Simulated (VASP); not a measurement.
# Cs (Fm-3m) in VASP: single point with LDA

Aim: the single point of Cs with LDA.

Everything below comes from runs of VASP 6.6.1. Logs are shortened: lines on timing, memory, paths and dates and some standing lists are left out, and cuts for length are marked.

## 1. The cell of the first run

It takes space group Fm-3m (No. 225, cubic). The conventional cell has a = 6.376 Å, b = 6.376 Å, c = 6.376 Å, α = 90.00°, β = 90.00°, γ = 90.00°.

## 2. Single point, LDA

Contents of INCAR:

```
SYSTEM = Cs
PREC = Accurate ; ENCUT = 520
EDIFF = 1E-6 ; ISMEAR = -1
SIGMA = 0.05 ; LREAL = .FALSE.
LASPH = .TRUE. ; NELM = 80
ALGO = Normal ; ISIF = 2
LWAVE = .FALSE. ; LCHARG = .FALSE.
GGA = CA ; NBANDS = 10
```

Contents of KPOINTS:

```
Automatic mesh
0
G
  6 6 6
  0 0 0
```

Contents of POSCAR:

```
Cs
1.0
    0.0000000000      3.1880000000      3.1880000000
    3.1880000000      0.0000000000      3.1880000000
    3.1880000000      3.1880000000      0.0000000000
Cs
1
Direct
    0.0000000000      0.0000000000      0.0000000000
```

Potentials or basis: VASP PAW LDA potentials, release 64 (Cs_sv).

Run with:

```
$ cat potpaw_LDA.64/Cs_sv/POTCAR > POTCAR
$ mpirun -np 1 vasp_std > vasp.out
```

OUTCAR:

```text
SYSTEM = Cs
   PREC = Accurate
   ENCUT = 520
   EDIFF = 1E-6
   ISMEAR = -1
   LREAL = .FALSE.
   LASPH = .TRUE.
   NELM = 80
   ISIF = 2
   GGA = CA

 ion  position               nearest neighbor table
   1  0.000  0.000  0.000-

  LATTYP: Found a face centered cubic cell.
 ALAT       =     6.3760000000

  Lattice vectors:

 A1 = (   0.0000000000,   3.1880000000,   3.1880000000)
 A2 = (   3.1880000000,   0.0000000000,   3.1880000000)
 A3 = (   3.1880000000,   3.1880000000,   0.0000000000)

Analysis of symmetry for initial positions (statically):
=====================================================================
 Subroutine PRICEL returns:
 Original cell was already a primitive cell.

 Routine SETGRP: Setting up the symmetry group for a
 face centered cubic supercell.

 Subroutine GETGRP returns: Found 48 space group operations
 (whereof 48 operations were pure point group operations)
 out of a pool of 48 trial point group operations.

The static configuration has the point symmetry O_h .

Analysis of symmetry for dynamics (positions and initial velocities):
=====================================================================
 Subroutine PRICEL returns:
 Original cell was already a primitive cell.

 Routine SETGRP: Setting up the symmetry group for a
 face centered cubic supercell.

 Subroutine GETGRP returns: Found 48 space group operations
 (whereof 48 operations were pure point group operations)
 out of a pool of 48 trial point group operations.

The dynamic configuration has the point symmetry O_h .

 Subroutine INISYM returns: Found 48 space group operations
 (whereof 48 operations are pure point group operations),
 and found     1 'primitive' translations

----------------------------------------------------------------------------------------

                                     Primitive cell

  volume of cell :      64.8015

  direct lattice vectors                    reciprocal lattice vectors
     0.000000000  3.188000000  3.188000000    -0.156838143  0.156838143  0.156838143
     3.188000000  0.000000000  3.188000000     0.156838143 -0.156838143  0.156838143
     3.188000000  3.188000000  0.000000000     0.156838143  0.156838143 -0.156838143

  length of vectors
     4.508512837  4.508512837  4.508512837     0.271651632  0.271651632  0.271651632

  position of ions in fractional coordinates (direct lattice)
     0.000000000  0.000000000  0.000000000

  ion indices of the primitive-cell ions
[... 69 lines left out ...]
   IBRION =     -1    ionic relax: 0-MD 1-quasi-New 2-CG
   NFREE  =      0    steps in history (QN), initial steepest desc. (CG)
   ISIF   =      2    stress and relaxation
   ISYM   =      2    0-nonsym 1-usesym 2-fastsym
   POTIM  = 0.5000    time-step for ionic-motion
   TEBEG  =    0.0;   TEEND  =   0.0 temperature during run
   PSTRESS=    0.0 pullay stress
   NELECT =       9.0000    total number of electrons
   NUPDOWN=      -1.0000    fix difference up-down
   EMIN   =  10.00;   EMAX   =-10.00  energy-range for DOS
   EFERMI =   0.00;   METHOD = LEGACY
   ISMEAR =    -1;   SIGMA  =   0.05  broadening in eV -4-tet -1-fermi 0-gaus
   EFERMI_NEDOS =   21; number of points for ismear=-14 and -15
   IALGO  =     38    algorithm
   IMIX   =      4    mixing-type and parameters
     AMIX     =   0.40;   BMIX     =  1.00
     AMIX_MAG =   1.60;   BMIX_MAG =  1.00
  volume/ion in A,a.u.               =      64.80       437.30
  Fermi-wavevector in a.u.,A,eV,Ry     =   0.847801  1.602112  9.779417  0.718767
  Thomas-Fermi vector in A             =   1.963364
   LORBIT       =      0    0 simple, 1 ext, 2 COOP (PROOUT), +10 PAW based schemes
   GGA     = CA    functional components
   LHFCALC =     F    Hartree Fock is set to
   AEXX    =    0.0000 exact exchange contribution
   IVDW    =     0    specifies the selected vdW correction
   LEPSILON=     F    determine dielectric tensor
   LRPA    =     F    only Hartree local field effects (RPA)
 non-spin polarized calculation
  energy-cutoff  :      520.00
  volume of cell :       64.80
 maximum number of plane-waves:      1807
 NGX is ok and might be reduce to    36
   NGX = 17   NGY = 17   NGZ = 17

 number of electron       8.9999999 magnetization

 Free energy of the ion-electron system (eV)
  ---------------------------------------------------
  ext. energy  EPLUGINS =         0.00000000
  ---------------------------------------------------
  free energy    TOTEN  =        -0.85958663 eV

  energy without entropy =       -0.83747481  energy(sigma->0) =       -0.84853072

 E-fermi :   2.2003     XC(G=0):  -7.2381

 val. band max:        2.1493591670   @ k =   0.5000   0.3333   0.0000
 cond. band min:       2.2007678861   @ k =  -0.3333   0.1667   0.0000
 fundamental gap:      0.0514087192
 Fermi energy:         2.2002874227

 k-point     1 :       0.0000    0.0000    0.0000
  band No.  band energies     occupation
      1     -21.5061      2.00000
      2      -7.9573      2.00000
      3      -7.9573      2.00000
      4      -7.9573      2.00000
      5       0.0018      2.00000
      6       4.8462      0.00000
      7       4.8462      0.00000
      8       4.8462      0.00000
      9       6.7035      0.00000
     10       6.7035      0.00000
[... 183 lines left out ...]
 k-point    16 :      -0.3333    0.5000    0.1667
  band No.  band energies     occupation
      1     -21.4008      2.00000
      2      -8.6041      2.00000
      3      -8.3687      2.00000
      4      -8.2577      2.00000
      5       2.3715      0.06310
      6       3.1611      0.00000
      7       4.3946      0.00000
      8       5.6884      0.00000
      9       8.6390      0.00000
     10       8.6698      0.00000

------------------------ aborting loop because EDIFF is reached ----------------------------------------

  FORCE on cell =-STRESS in cart. coord.  units (eV):
  Direction    XX          YY          ZZ          XY          YZ          ZX
  --------------------------------------------------------------------------------------
  -------------------------------------------------------------------------------------
  Total        0.5591443      0.5591443      0.5591443      0.0000000      0.0000000     -0.0000000
  in kB       13.8245050     13.8245050     13.8245050      0.0000000      0.0000000     -0.0000000
  external PRESSURE =      13.8245050 kB  Pullay stress =       0.0000000 kB

 VOLUME and BASIS-vectors are now :
 -----------------------------------------------------------------------------
  energy-cutoff  :      520.00
  volume of cell :       64.80
      direct lattice vectors                 reciprocal lattice vectors
     0.000000000  3.188000000  3.188000000    -0.156838143  0.156838143  0.156838143
     3.188000000  0.000000000  3.188000000     0.156838143 -0.156838143  0.156838143
     3.188000000  3.188000000  0.000000000     0.156838143  0.156838143 -0.156838143

 POSITION                                       TOTAL-FORCE (eV/Angst)
 -----------------------------------------------------------------------------------
      0.00000      0.00000      0.00000         0.000000      0.000000     -0.000000
 -----------------------------------------------------------------------------------
    total drift:                               -0.000000      0.000000      0.000000

  FREE ENERGIE OF THE ION-ELECTRON SYSTEM (eV)
  ---------------------------------------------------
  free  energy   TOTEN  =        -0.8595866349 eV

  energy  without entropy=       -0.8374748058  energy(sigma->0) =       -0.84853072
```

stdout:

```text
POSCAR found type information on POSCAR Cs
 POSCAR found :  1 types and       1 ions
 scaLAPACK will be used
 LDA part: xc-table for (Slater(with rela. corr.)+CA(PZ))
 , standard interpolation
 POSCAR, INCAR and KPOINTS ok, starting setup
 FFT: planning ... GRIDC
 FFT: planning ... GRID_SOFT
 FFT: planning ... GRID
 WAVECAR not read
 entering main loop
```

Wall time 4.1 s (1 thread of Intel Xeon 6975P-C (Granite Rapids), shared host); peak memory 0.16 GiB.

Results:

| Item | Value |
| --- | --- |
| Free energy | -0.8596 eV |
| Pressure | 1.4 GPa |

Caveat: spin-orbit coupling is left out, which moves the levels of the heavy elements.
